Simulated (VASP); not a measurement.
# SnO (P4/nmm) in VASP: further runs, part 2 of 2

VASP 6.6.1. The steps go on from the part before.

## Step 3: Relaxation of cell and atoms, revPBE

INCAR

```
SYSTEM = SnO
PREC = Accurate
ENCUT = 600
EDIFF = 1E-6
ISMEAR = -1
SIGMA = 0.05
LREAL = .FALSE.
LASPH = .TRUE.
NELM = 100
ALGO = Normal
ISIF = 3
LWAVE = .FALSE.
LCHARG = .FALSE.
GGA = RE
IBRION = 2
NSW = 60
EDIFFG = -0.01
```

KPOINTS

```
regular mesh
0
G
  7 7 6
  0 0 0
```

POSCAR

```
SnO
1.0
    3.8136952200      0.0000000000      0.0000000000
    0.0000000000      3.8136952200      0.0000000000
    0.0000000000      0.0000000000      4.8869133000
Sn O
2 2
Direct
    0.5000000000      0.0000000000      0.7646261400
    0.0000000000      0.5000000000      0.2353738600
    0.0000000000      0.0000000000      0.0000000000
    0.5000000000      0.5000000000      0.0000000000
```

Potentials or basis: VASP PAW PBE potentials, release 64 (Sn_d, O).

Command:

```sh
cat potpaw_PBE.64/Sn_d/POTCAR potpaw_PBE.64/O/POTCAR > POTCAR
mpirun -np 1 vasp_std > vasp.out
```

Run time: 5.1 min. Hardware: 1 thread of AMD EPYC 9R45 (Zen 5), shared host; peak memory 0.2 GiB.

The run converged. Its results:

| Property | Result |
| --- | --- |
| Free energy | -21.4363 eV |
| Relaxed volume | 20.24 Å³/atom |
| Relaxed cell | a = 3.899 Å, b = 3.899 Å, c = 5.326 Å, α = 90.00°, β = 90.00°, γ = 90.00° |
| Space group after relaxing (to 0.1 Å) | P4/nmm (No. 129) |
| Energy gained by relaxing | 23.5 meV/atom |
| Ionic steps | 14 |
| Pressure after relaxing | 0.0 GPa |
| Largest force after relaxing | 0.007 eV/Å |
| Band gap on the k mesh | 1.11 eV (least direct gap 1.82 eV) |

Forces in eV/Å, atoms in the order of the input:
```
Sn   0.000  0.000 -0.007
Sn   0.000  0.000  0.007
O    0.000  0.000  0.000
O    0.000  0.000  0.000
```

Step by step:
```
step  energy change (eV)  largest force (eV/Å)  pressure (GPa)  volume (Å³)
   1              0.0000                0.5901            5.65        71.08
   2             -0.0178                0.9829           -3.37        77.71
   3             -0.0668                0.3050            0.37        74.52
   4             -0.0742                0.1926            0.24        75.20
   5             -0.0783                0.0382            0.10        76.19
   6             -0.0818                0.0271            0.12        76.57
   7             -0.0891                0.0073            0.27        77.71
   8             -0.0924                0.0796            0.67        79.96
   9             -0.0932                0.0742           -0.11        81.16
  10             -0.0934                0.0229            0.13        80.75
  11             -0.0934                0.0306            0.09        80.82
  12             -0.0938                0.0142            0.07        80.88
  13             -0.0940                0.0116            0.02        80.97
  14             -0.0940                0.0072            0.03        80.97
```

Final structure:
```
Sn O
1.0
     3.89897    0.00000    0.00000
     0.00000    3.89897    0.00000
     0.00000    0.00000    5.32619
Sn O
2 2
Direct
  0.50000 0.00000 0.78095
  0.00000 0.50000 0.21905
  0.00000 0.00000 0.00000
  0.50000 0.50000 0.00000
```

Levels at points of the mesh, in eV from the valence-band top:
```
           k point  band 16  band 17  band 18  band 19  band 20  band 21  band 22  band 23  band 24
(0.00, 0.00, 0.00)    -5.53    -2.95    -2.68    -2.68     0.00     1.82     3.83     5.20     5.20
(0.00, 0.00, 0.50)    -3.62    -2.98    -2.69    -2.69    -1.76     1.85     3.66     3.66     3.82
```

Caveat: the PAW data sets were made with another functional, which shifts forces and pressure a little; spin-orbit coupling is left out, which moves the levels of the heavy elements; an odd mesh through Γ misses points on the zone boundary, where band edges can lie.

## Step 4: Single point, revPBE+D4

This run uses another cell than the first one, of 16.70 Å³/atom.

INCAR

```
SYSTEM = SnO
PREC = Accurate
ENCUT = 600
EDIFF = 1E-6
ISMEAR = -1
SIGMA = 0.05
LREAL = .False.
LASPH = .True.
NELM = 120
ALGO = Normal
ISIF = 2
LWAVE = .False.
LCHARG = .False.
GGA = RE
IVDW = 13
NBANDS = 28
GGA_COMPAT = .False.
```

KPOINTS

```
regular mesh
0
Gamma
  7 7 6
  0 0 0
```

POSCAR

```
SnO
1.0
    3.7358428604      0.0000000000      0.0000000000
    0.0000000000      3.7358428604      0.0000000000
    0.0000000000      0.0000000000      4.7871523832
Sn O
2 2
Direct
    0.5000000000      0.0000000000      0.7646261400
    0.0000000000      0.5000000000      0.2353738600
    0.0000000000      0.0000000000      0.0000000000
    0.5000000000      0.5000000000      0.0000000000
```

Command:

```sh
cat potpaw_PBE.64/Sn_d/POTCAR potpaw_PBE.64/O/POTCAR > POTCAR
mpirun -np 1 vasp_std > vasp.out
```

It took 95 s on 1 thread of Intel Xeon 8259CL, shared host; peak memory 0.23 GiB.

Results (log left out):

* Free energy: -23.0687 eV
* Pressure: 8.5 GPa
* Largest force: 1.599 eV/Å
* Band gap on the k mesh: 0.14 eV (least direct gap 2.04 eV)
* Dispersion energy per atom: -0.494 eV

Forces on the atoms (eV/Å):
```
Sn   0.000  0.000 -1.599
Sn   0.000  0.000  1.599
O    0.000  0.000  0.000
O    0.000  0.000  0.000
```

Stress tensor (GPa, compression positive):
```
9.48 0.00 0.00
0.00 9.48 0.00
0.00 0.00 6.58
```

Levels at points of the mesh, in eV from the valence-band top:
```
           k point  band 16  band 17  band 18  band 19  band 20  band 21  band 22  band 23  band 24  band 25
(0.00, 0.00, 0.00)    -6.96    -3.99    -3.69    -3.69     0.00     2.15     4.22     4.72     4.72     5.74
(0.00, 0.00, 0.50)    -4.06    -3.71    -3.71    -3.06    -2.62     1.62     2.90     2.90     3.71     7.80
```

Caveat: the cell stands under pressure; the PAW data sets were made with another functional, which shifts forces and pressure a little; spin-orbit coupling is left out, which moves the levels of the heavy elements; an odd mesh through Γ misses points on the zone boundary, where band edges can lie.

## Step 5: Single point, revPBE+D4

This run uses another cell than the first one, of 17.06 Å³/atom.

INCAR

```
PREC = Accurate
ENCUT = 600
EDIFF = 1E-6
ISMEAR = -1
SIGMA = 0.05
LREAL = False
LASPH = True
NELM = 120
ALGO = Normal
ISIF = 2
LWAVE = False
LCHARG = True
GGA = RE
IVDW = 13
LELF = True
LVHAR = True
NBANDS = 28
GGA_COMPAT = False
```

KPOINTS

```
regular mesh
0
Gamma
  7 7 6
```

POSCAR

```
SnO
1.0
    3.7621524798      0.0000000000      0.0000000000
    0.0000000000      3.7621524798      0.0000000000
    0.0000000000      0.0000000000      4.8208658347
Sn O
2 2
Direct
    0.5000000000      0.0000000000      0.7646261400
    0.0000000000      0.5000000000      0.2353738600
    0.0000000000      0.0000000000      0.0000000000
    0.5000000000      0.5000000000      0.0000000000
```

Command:

```sh
cat potpaw_PBE.64/Sn_d/POTCAR potpaw_PBE.64/O/POTCAR > POTCAR
mpirun -np 1 vasp_std > vasp.out
```

It took 2.2 min on 1 thread of Intel Xeon 8259CL, shared host; peak memory 0.23 GiB.

It converged, with:

```
Free energy                : -23.1350 eV
Pressure                   : 6.1 GPa
Largest force              : 1.247 eV/Å
Band gap on the k mesh     : 0.22 eV (least direct gap 2.07 eV)
Dispersion energy per atom : -0.484 eV
```

Forces in eV/Å, atoms in the order of the input:
```
Sn   0.000  0.000 -1.247
Sn   0.000  0.000  1.247
O    0.000  0.000  0.000
O    0.000  0.000  0.000
```

Stress tensor (GPa, compression positive):
```
6.80 0.00 0.00
0.00 6.80 0.00
0.00 0.00 4.56
```

Levels at points of the mesh, in eV from the valence-band top:
```tsv
k point	band 17	band 18	band 19	band 20	band 21	band 22	band 23	band 24
(0.00, 0.00, 0.00)	-3.82	-3.52	-3.52	0.00	2.12	4.25	4.73	4.73
(0.00, 0.00, 0.50)	-3.54	-3.54	-3.11	-2.49	1.66	2.95	2.95	3.71
```

Caveat: the cell stands under pressure; the PAW data sets were made with another functional, which shifts forces and pressure a little; spin-orbit coupling is left out, which moves the levels of the heavy elements; an odd mesh through Γ misses points on the zone boundary, where band edges can lie.

## Step 6: Single point, revPBE+D4

This run uses another cell than the first one, of 17.41 Å³/atom.

INCAR

```
SYSTEM = SnO
ALGO = Normal ; EDIFF = 1E-6
ENCUT = 600 ; GGA = RE
GGA_COMPAT = .False. ; ISIF = 2
ISMEAR = -1 ; IVDW = 13
LASPH = .True. ; LCHARG = .False.
LREAL = .False. ; LWAVE = .False.
NBANDS = 28 ; NELM = 120
PREC = Accurate ; SIGMA = 0.05
```

KPOINTS

```
k-points
0
Gamma
  7 7 6
  0 0 0
```

POSCAR

```
SnO
1.0
    3.7880991788      0.0000000000      0.0000000000
    0.0000000000      3.7880991788      0.0000000000
    0.0000000000      0.0000000000      4.8541142359
Sn O
2 2
Direct
    0.5000000000      0.0000000000      0.7646261400
    0.0000000000      0.5000000000      0.2353738600
    0.0000000000      0.0000000000      0.0000000000
    0.5000000000      0.5000000000      0.0000000000
```

Potentials or basis: VASP PAW PBE potentials, release 64 (Sn_d, O).

Command:

```sh
cat potpaw_PBE.64/Sn_d/POTCAR potpaw_PBE.64/O/POTCAR > POTCAR
mpirun -np 1 vasp_std > vasp.out
```

It took 2.2 min on 1 thread of Intel Xeon 8259CL, shared host; peak memory 0.23 GiB.

It converged, with:

```yaml
Free_energy: -23.1806 eV
Pressure: 3.8 GPa
Largest_force: 0.923 eV/Å
Band_gap_on_the_k_mesh: 0.30 eV (least direct gap 2.08 eV)
Dispersion_energy_per_atom: -0.475 eV
```

Forces in eV/Å, atoms in the order of the input:
```
Sn   0.000  0.000 -0.923
Sn   0.000  0.000  0.923
O    0.000  0.000  0.000
O    0.000  0.000  0.000
```

Stress tensor (GPa, compression positive):
```
4.38 0.00 0.00
0.00 4.38 0.00
0.00 0.00 2.74
```

Levels at points of the mesh, in eV from the valence-band top:
```csv
k point,band 16,band 17,band 18,band 19,band 20,band 21,band 22,band 23,band 24,band 25
"(0.00, 0.00, 0.00)",-6.50,-3.66,-3.36,-3.36,0.00,2.09,4.29,4.73,4.73,5.71
"(0.00, 0.00, 0.50)",-3.73,-3.38,-3.38,-3.15,-2.36,1.70,3.00,3.00,3.71,7.85
```

Caveat: the cell stands under pressure; the PAW data sets were made with another functional, which shifts forces and pressure a little; spin-orbit coupling is left out, which moves the levels of the heavy elements; an odd mesh through Γ misses points on the zone boundary, where band edges can lie.

## Step 7: The runs side by side

```csv
task,level,cell,gap on the mesh (eV),pressure (GPa),relaxed volume (Å³/atom),largest force (eV/Å)
relaxation of cell and atoms,RPBE,"relaxed from a = 3.814, b = 3.814, c = 4.887 Å, 4 atoms",1.34,0.0,20.99,0.01
relaxation of cell and atoms,revPBE,"relaxed from a = 3.814, b = 3.814, c = 4.887 Å, 4 atoms",1.11,0.0,20.24,0.01
single point,revPBE+D4,"a = 3.736, b = 3.736, c = 4.787 Å, 4 atoms",0.14,8.5,-,1.60
single point,revPBE+D4,"a = 3.762, b = 3.762, c = 4.821 Å, 4 atoms",0.22,6.1,-,1.25
single point,revPBE+D4,"a = 3.788, b = 3.788, c = 4.854 Å, 4 atoms",0.30,3.8,-,0.92
```

Alike in all rows: potentials or basis VASP PAW PBE potentials, release 64 (Sn_d, O); no spin polarisation; k mesh 7 × 7 × 6; cutoff (eV) 600; smearing fermi-dirac 0.05 eV.

Caveats: the PAW data sets were made with another functional, which shifts forces and pressure a little; spin-orbit coupling is left out, which moves the levels of the heavy elements; an odd mesh through Γ misses points on the zone boundary, where band edges can lie; the cell stands under pressure (at least some runs); the volume moved by over 15 % at a fixed basis, so the end points are rough (at least some runs).

Absolute energies hang on the potentials; compare differences alone.
